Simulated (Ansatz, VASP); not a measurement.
BN: VASP beside Ansatz

```
CELL_PARAMETERS angstrom
2.50093 0.00000 0.00000
-1.25046 2.16587 0.00000
0.00000 0.00000 6.59929
ATOMIC_POSITIONS crystal
B 0.33333 0.66667 0.25000
B 0.66667 0.33333 0.75000
N 0.33333 0.66667 0.75000
N 0.66667 0.33333 0.25000
```

Change from the starting cell: strain along c alone, the other axes held, atoms relaxed: -4.0 %.

Alike in both runs: task single point; functional r2SCAN; k mesh 12 × 12 × 4; occupations gaussian, width 0.02 eV; no spin polarisation.

|  | VASP | Ansatz |
| --- | --- | --- |
| version | VASP 6.6.1 | Ansatz 0.2.0 |
| potentials or method | VASP PAW PBE potentials, release 64 (B, N), cutoff 520 eV | scalar-relativistic, plane waves, PAW |
| valence electrons in the cell | 16 | 16 |

|  | VASP | Ansatz | Ansatz less VASP |
| --- | --- | --- | --- |
| gap on the k mesh at the Fermi level (eV) | 4.87 | 4.83 | -0.039 |
| least direct gap on the mesh (eV) | 5.29 | 5.26 | -0.036 |
| pressure (GPa) | 0.8 | 0.4 | -0.40 |
| traceless stress, the component that is largest in VASP (GPa) | 0.08 | 0.76 | +0.681 |

VASP's potentials were made for PBE, not for r2SCAN.
